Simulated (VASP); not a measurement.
Write the native input for VASP 6.6.1 that does the following.

| Quantity | Value |
| --- | --- |
| Task | single point |
| Functional | LDA |
| Potentials or basis | VASP PAW LDA potentials, release 64 (Cs_sv, Au, Br) |
| Cutoff | 520 eV |
| k mesh | 4 × 4 × 4 |
| Occupations | fermi-dirac, width 0.05 eV |
| Spin | no spin polarisation |
| Dipole correction | no |
| Further INCAR settings | ALGO = Normal; EDIFF = 1e-06; NBANDS = 28 |

The structure of CsAuBr3 lies in POSCAR:

```
CsAuBr3
1.0
    5.4725400000      0.0000000000      0.0000000000
    0.0000000000      5.4725400000      0.0000000000
    0.0000000000      0.0000000000      5.4725400000
Cs Au Br
1 1 3
Direct
    0.5000000000      0.5000000000      0.5000000000
    0.0000000000      0.0000000000      0.0000000000
    0.0000000000      0.0000000000      0.5000000000
    0.5000000000      0.0000000000      0.0000000000
    0.0000000000      0.5000000000      0.0000000000
```

These files were run (other wordings do the same):

INCAR

```
SYSTEM = CsAuBr3
  PREC = Accurate
  ENCUT = 520
  EDIFF = 1E-6
  ISMEAR = -1
  SIGMA = 0.05
  LREAL = .FALSE.
  LASPH = .TRUE.
  NELM = 80
  ALGO = Normal
  ISIF = 2
  LWAVE = .FALSE.
  LCHARG = .FALSE.
  GGA = CA
  NBANDS = 28
```

KPOINTS

```
Automatic mesh
0
G
  4 4 4
  0 0 0
```

Potentials or basis: VASP PAW LDA potentials, release 64 (Cs_sv, Au, Br).

The run is started by

```console
$ cat potpaw_LDA.64/Cs_sv/POTCAR potpaw_LDA.64/Au/POTCAR potpaw_LDA.64/Br/POTCAR > POTCAR
$ mpirun -np 1 vasp_std > vasp.out
```

Results of the run:

```
Pressure               : -3.7 GPa
Band gap on the k mesh : zero (an odd number of electrons rules out a gap without spin polarisation)
```

Caveat: the cell stands under tension; spin-orbit coupling is left out, which moves the levels of the heavy elements; an odd number of electrons without spin polarisation forces a metal; a magnetic or distorted state may lie lower.

Wall time 67 s on 1 thread of Intel Xeon 8259CL, on a shared host, peak memory 0.24 GiB.
